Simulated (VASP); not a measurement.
# AlN (P6_3mc) in VASP: a series of runs

The runs below take AlN through single point, with LDA.

Everything below comes from runs of VASP 6.6.1. Logs are shortened: lines on timing, memory, paths and dates and some standing lists are left out, and cuts for length are marked.

## 1. The cell of the first run

Symmetry: P6_3mc, No. 186, hexagonal system. Conventional cell: a = 3.089 Å, b = 3.089 Å, c = 4.943 Å, α = 90.00°, β = 90.00°, γ = 120.00°. Within 2.4 Å of Al (site symmetry 3m) lie 4 N at 1.81 to 2.15 Å. Within 2.4 Å of N (site symmetry 3m) lie 4 Al at 1.81 to 2.15 Å.

## 2. Single point, LDA (atoms moved along the polar distortion)

Input file INCAR:

```
SYSTEM = AlN
ALGO = Normal
EDIFF = 1E-6
ENCUT = 520
ISIF = 2
ISMEAR = 0
LASPH = .TRUE.
LCHARG = .FALSE.
LREAL = .FALSE.
LWAVE = .FALSE.
NBANDS = 16
NELM = 60
PREC = Accurate
SIGMA = 0.01
```

Input file KPOINTS:

```
k-points
0
G
  9 9 6
  0 0 0
```

Input file POSCAR:

```
AlN
1.0
    3.0886190489      0.0000000000      0.0000000000
   -1.5443095244      2.6748225589      0.0000000000
    0.0000000000      0.0000000000      4.9431567737
Al N
2 2
Direct
    0.3333333333      0.6666666667     -0.0265448226
    0.6666666667      0.3333333333      0.4734551774
    0.3333333333      0.6666666667      0.4085448226
    0.6666666667      0.3333333333      0.9085448226
```

Potentials or basis: VASP PAW LDA potentials, release 64 (Al, N).

The run is started by

```bash
$ cat potpaw_LDA.64/Al/POTCAR potpaw_LDA.64/N/POTCAR > POTCAR
$ mpirun -np 1 vasp_std > vasp.out
```

OUTCAR:

```text
SYSTEM = AlN
   EDIFF = 1E-6
   ENCUT = 520
   ISIF = 2
   ISMEAR = 0
   LASPH = .TRUE.
   LREAL = .FALSE.
   NELM = 60
   PREC = Accurate

 ion  position               nearest neighbor table
   1  0.333  0.667  0.973-   4 1.81   4 1.81   4 1.81   3 2.15   2 3.05   2 3.05   2 3.05   2 3.05
                             2 3.05   2 3.05
   2  0.667  0.333  0.473-   3 1.81   3 1.81   3 1.81   4 2.15   1 3.05   1 3.05   1 3.05   1 3.05
                             1 3.05   1 3.05
   3  0.333  0.667  0.409-   2 1.81   2 1.81   2 1.81   1 2.15
   4  0.667  0.333  0.909-   1 1.81   1 1.81   1 1.81   2 2.15

  LATTYP: Found a hexagonal cell.
 ALAT       =     3.0886190489
 C/A-ratio  =     1.6004423645

  Lattice vectors:

 A1 = (   3.0886190489,   0.0000000000,   0.0000000000)
 A2 = (  -1.5443095244,   2.6748225589,   0.0000000000)
 A3 = (   0.0000000000,   0.0000000000,   4.9431567737)

Analysis of symmetry for initial positions (statically):
=====================================================================
 Subroutine PRICEL returns:
 Original cell was already a primitive cell.

 Routine SETGRP: Setting up the symmetry group for a
 hexagonal supercell.

 Subroutine GETGRP returns: Found 12 space group operations
 (whereof  6 operations were pure point group operations)
 out of a pool of 24 trial point group operations.

The static configuration has the point symmetry C_3v.
 The point group associated with its full space group is C_6v.

Analysis of symmetry for dynamics (positions and initial velocities):
=====================================================================
 Subroutine PRICEL returns:
 Original cell was already a primitive cell.

 Routine SETGRP: Setting up the symmetry group for a
 hexagonal supercell.

 Subroutine GETGRP returns: Found 12 space group operations
 (whereof  6 operations were pure point group operations)
 out of a pool of 24 trial point group operations.

The dynamic configuration has the point symmetry C_3v.
 The point group associated with its full space group is C_6v.

 Subroutine INISYM returns: Found 12 space group operations
 (whereof  6 operations are pure point group operations),
 and found     1 'primitive' translations

----------------------------------------------------------------------------------------

                                     Primitive cell

  volume of cell :      40.8379

  direct lattice vectors                    reciprocal lattice vectors
[... 95 lines left out ...]
   IBRION =     -1    ionic relax: 0-MD 1-quasi-New 2-CG
   NFREE  =      0    steps in history (QN), initial steepest desc. (CG)
   ISIF   =      2    stress and relaxation
   ISYM   =      2    0-nonsym 1-usesym 2-fastsym
   POTIM  = 0.5000    time-step for ionic-motion
   TEBEG  =    0.0;   TEEND  =   0.0 temperature during run
   PSTRESS=    0.0 pullay stress
   NELECT =      16.0000    total number of electrons
   NUPDOWN=      -1.0000    fix difference up-down
   EMIN   =  10.00;   EMAX   =-10.00  energy-range for DOS
   EFERMI =   0.00;   METHOD = LEGACY
   ISMEAR =     0;   SIGMA  =   0.01  broadening in eV -4-tet -1-fermi 0-gaus
   EFERMI_NEDOS =   21; number of points for ismear=-14 and -15
   IALGO  =     38    algorithm
   IMIX   =      4    mixing-type and parameters
     AMIX     =   0.40;   BMIX     =  1.00
     AMIX_MAG =   1.60;   BMIX_MAG =  1.00
  volume/ion in A,a.u.               =      10.21        68.90
  Fermi-wavevector in a.u.,A,eV,Ry     =   1.197918  2.263736 19.524448  1.435006
  Thomas-Fermi vector in A             =   2.333820
   LORBIT       =      0    0 simple, 1 ext, 2 COOP (PROOUT), +10 PAW based schemes
   GGA     = CA    functional components
   LHFCALC =     F    Hartree Fock is set to
   AEXX    =    0.0000 exact exchange contribution
   IVDW    =     0    specifies the selected vdW correction
   LEPSILON=     F    determine dielectric tensor
   LRPA    =     F    only Hartree local field effects (RPA)
 non-spin polarized calculation
 Gauss-broadening in eV      SIGMA  =   0.01
  energy-cutoff  :      520.00
  volume of cell :       40.84
 maximum number of plane-waves:      1118
 NGX is ok and might be reduce to    24
   NGX = 11   NGY = 11   NGZ = 19

 number of electron      15.9999999 magnetization

 Free energy of the ion-electron system (eV)
  ---------------------------------------------------
  ext. energy  EPLUGINS =         0.00000000
  ---------------------------------------------------
  free energy    TOTEN  =       -32.30477575 eV

  energy without entropy =      -32.30477575  energy(sigma->0) =      -32.30477575

 E-fermi :   6.9872     XC(G=0): -11.3382

 val. band max:        6.8840952924   @ k =   0.0000   0.0000   0.0000
 cond. band min:      10.4442510884   @ k =   0.0000   0.0000   0.0000
 fundamental gap:      3.5601557960
 Fermi energy:         6.9871558439

 k-point     1 :       0.0000    0.0000    0.0000
  band No.  band energies     occupation
      1      -9.0808      2.00000
      2      -6.8342      2.00000
      3       0.2176      2.00000
      4       4.8770      2.00000
      5       4.8770      2.00000
      6       5.5351      2.00000
[... 433 lines left out ...]
      3       1.0939      2.00000
      4       1.7995      2.00000
      5       1.7995      2.00000
      6       3.0608      2.00000
[... 8 lines left out ...]
     15      18.3333      0.00000
     16      21.4594      0.00000

 [... further k-points ...]

------------------------ aborting loop because EDIFF is reached ----------------------------------------

  FORCE on cell =-STRESS in cart. coord.  units (eV):
  Direction    XX          YY          ZZ          XY          YZ          ZX
  --------------------------------------------------------------------------------------
  -------------------------------------------------------------------------------------
  Total        3.3856356      3.3856356     -3.1178477      0.0000000      0.0000000      0.0000000
  in kB      132.8272201    132.8272201   -122.3212100      0.0000000      0.0000000      0.0000000
  external PRESSURE =      47.7777434 kB  Pullay stress =       0.0000000 kB

 VOLUME and BASIS-vectors are now :
 -----------------------------------------------------------------------------
  energy-cutoff  :      520.00
  volume of cell :       40.84
      direct lattice vectors                 reciprocal lattice vectors
     3.088619049  0.000000000  0.000000000     0.323769291  0.186928287  0.000000000
    -1.544309524  2.674822559  0.000000000     0.000000000  0.373856575  0.000000000
     0.000000000  0.000000000  4.943156774     0.000000000  0.000000000  0.202299876

 POSITION                                       TOTAL-FORCE (eV/Angst)
 -----------------------------------------------------------------------------------
     -0.00000      1.78322      4.81194         0.000000     -0.000000      1.439409
      1.54431      0.89161      2.34036         0.000000     -0.000000      1.439409
     -0.00000      1.78322      2.01950        -0.000000      0.000000     -1.439409
      1.54431      0.89161      4.49108         0.000000     -0.000000     -1.439409
 -----------------------------------------------------------------------------------
    total drift:                               -0.000000      0.000000     -0.000388

  FREE ENERGIE OF THE ION-ELECTRON SYSTEM (eV)
  ---------------------------------------------------
  free  energy   TOTEN  =       -32.3047757471 eV

  energy  without entropy=      -32.3047757471  energy(sigma->0) =      -32.30477575
```

OSZICAR:

```text
N       E                     dE             d eps       ncg     rms          rms(c)
DAV:   1     0.374347956542E+02    0.37435E+02   -0.73992E+03  1536   0.898E+02
DAV:   2    -0.344921576192E+02   -0.71927E+02   -0.65847E+02  2192   0.179E+02
DAV:   3    -0.376717269488E+02   -0.31796E+01   -0.31669E+01  1848   0.380E+01
DAV:   4    -0.376877754638E+02   -0.16049E-01   -0.16048E-01  1952   0.325E+00
DAV:   5    -0.376879301089E+02   -0.15465E-03   -0.15464E-03  1784   0.312E-01    0.127E+01
DAV:   6    -0.324315691949E+02    0.52564E+01   -0.11781E+01  1584   0.247E+01    0.450E+00
DAV:   7    -0.323681986688E+02    0.63371E-01   -0.49860E-01  1848   0.474E+00    0.288E+00
DAV:   8    -0.323071237741E+02    0.61075E-01   -0.65845E-02  1640   0.217E+00    0.325E-01
DAV:   9    -0.323046944170E+02    0.24294E-02   -0.45557E-03  1944   0.490E-01    0.218E-01
DAV:  10    -0.323048181204E+02   -0.12370E-03   -0.49188E-04  1680   0.147E-01    0.909E-02
DAV:  11    -0.323047753618E+02    0.42759E-04   -0.94003E-05  1744   0.734E-02    0.117E-02
DAV:  12    -0.323047757471E+02   -0.38533E-06   -0.29981E-06  1800   0.119E-02
   1 F= -.32304776E+02 E0= -.32304776E+02  d E =-.863573E-51
```

stdout:

```text
POSCAR found type information on POSCAR AlN
 POSCAR found :  2 types and       4 ions
 scaLAPACK will be used
 LDA part: xc-table for (Slater(with rela. corr.)+CA(PZ))
 , standard interpolation
 POSCAR, INCAR and KPOINTS ok, starting setup
 FFT: planning ... GRIDC
 FFT: planning ... GRID_SOFT
 FFT: planning ... GRID
 WAVECAR not read
 entering main loop
```

Wall time 39 s (1 thread of Intel Xeon 8259CL, shared host); peak memory 0.15 GiB.

What came out:

* Free energy: -32.3048 eV
* Pressure: 4.8 GPa
* Largest force: 1.439 eV/Å
* Band gap on the k mesh: 3.56 eV

Forces in eV/Å, atoms in the order of the input:
```
Al   0.000  0.000  1.439
Al   0.000  0.000  1.439
N    0.000  0.000 -1.439
N    0.000  0.000 -1.439
```

Stress tensor (GPa, compression positive):
```
 13.28   0.00   0.00
  0.00  13.28   0.00
  0.00   0.00 -12.23
```

Caveat: the cell differs from its parent crystal (atoms moved along the polar distortion); the stress differs along the axes, from -12 to 13 GPa; forces of over 1 eV/Å act on the atoms, so gaps and moduli don't describe the material at rest.

## 3. Single point, LDA (atoms moved along the polar distortion)

Input file INCAR:

```
SYSTEM = AlN
PREC = Accurate
ENCUT = 520
EDIFF = 1E-6
ISMEAR = 0
SIGMA = 0.01
LREAL = .FALSE.
LASPH = .TRUE.
NELM = 100
ALGO = Normal
ISIF = 2
LWAVE = .FALSE.
LCHARG = .FALSE.
GGA = CA
NBANDS = 16
```

Input file KPOINTS:

```
Automatic mesh
0
G
  9 9 6
  0 0 0
```

Input file POSCAR:

```
AlN
1.0
    3.0886190489      0.0000000000      0.0000000000
   -1.5443095244      2.6748225589      0.0000000000
    0.0000000000      0.0000000000      4.9431567737
Al N
2 2
Direct
    0.3333333333      0.6666666667     -0.0353962346
    0.6666666667      0.3333333333      0.4646037654
    0.3333333333      0.6666666667      0.4173962346
    0.6666666667      0.3333333333      0.9173962346
```

Potentials or basis: VASP PAW LDA potentials, release 64 (Al, N).

The run is started by

```bash
$ cat potpaw_LDA.64/Al/POTCAR potpaw_LDA.64/N/POTCAR > POTCAR
$ mpirun -np 1 vasp_std > vasp.out
```

Run time: 40 s. Hardware: 1 thread of Intel Xeon 8259CL, shared host; peak memory 0.15 GiB.

The run converged. Its results:

| Quantity | Value |
| --- | --- |
| Free energy | -32.0651 eV |
| Pressure | 6.8 GPa |
| Largest force | 1.260 eV/Å |
| Band gap on the k mesh | 3.29 eV |

Forces in eV/Å, atoms in the order of the input:
```
Al   0.000  0.000  1.260
Al   0.000  0.000  1.260
N    0.000  0.000 -1.260
N    0.000  0.000 -1.260
```

Stress tensor (GPa, compression positive):
```
 16.77   0.00   0.00
  0.00  16.77   0.00
  0.00   0.00 -13.05
```

Levels at points of the mesh, in eV from the valence-band top:
```
           k point  band 6  band 7  band 8  band 9  band 10  band 11
(0.00, 0.00, 0.00)   -1.63   -1.63    0.00    3.29     5.96    10.04
(0.00, 0.00, 0.50)   -1.97   -1.97   -1.97    5.95     5.95     9.32
```

Caveat: the cell differs from its parent crystal (atoms moved along the polar distortion); the stress differs along the axes, from -13 to 17 GPa; forces of over 1 eV/Å act on the atoms, so gaps and moduli don't describe the material at rest.
